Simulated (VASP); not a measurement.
Write the native input for VASP 6.6.1 that does the following.

```yaml
Task: single point
Functional: PBE
Potentials_or_basis: VASP PAW PBE potentials, release 64 (Pb_d, S)
Cutoff: 520 eV
k_mesh: 8 × 8 × 7
Occupations: gaussian, width 0.012 eV
Spin: no spin polarisation
Dipole_correction: no
Further_INCAR_settings: ALGO = Normal; EDIFF = 1e-06; NBANDS = 17
```

The structure of PbS lies in POSCAR:

```
PbS
1.0
    4.0896976867      0.0000000000      0.0000000000
   -2.0448488433      3.5417820905      0.0000000000
    0.0000000000      0.0000000000      3.7881670000
Pb S
1 1
Direct
    0.0000000000      0.0000000000      0.0000000000
    0.6666666667      0.3333333333      0.5000000000
```

The input as run:

INCAR

```
SYSTEM = PbS
  PREC = Accurate
  ENCUT = 520
  EDIFF = 1E-6
  ISMEAR = 0
  SIGMA = 0.012
  LREAL = .False.
  LASPH = .True.
  NELM = 80
  ALGO = Normal
  ISIF = 2
  LWAVE = .False.
  LCHARG = .False.
  GGA = PE
  NBANDS = 17
```

KPOINTS

```
Automatic mesh
0
Gamma
  8 8 7
  0 0 0
```

Potentials or basis: VASP PAW PBE potentials, release 64 (Pb_d, S).

The run is started by

```sh
$ cat potpaw_PBE.64/Pb_d/POTCAR potpaw_PBE.64/S/POTCAR > POTCAR
$ mpirun -np 1 vasp_std > vasp.out
```

Results of the run:

```json
{"Pressure": "0.0 GPa", "Band gap on the k mesh": "0.21 eV, indirect (least direct gap 1.65 eV)"}
```

Caveat: spin-orbit coupling is left out, which moves the levels of the heavy elements.

Run time: 24 s on 1 thread of Intel(R) Xeon(R) Platinum 8488C (Sapphire Rapids), on a shared host, peak memory 0.17 GiB.
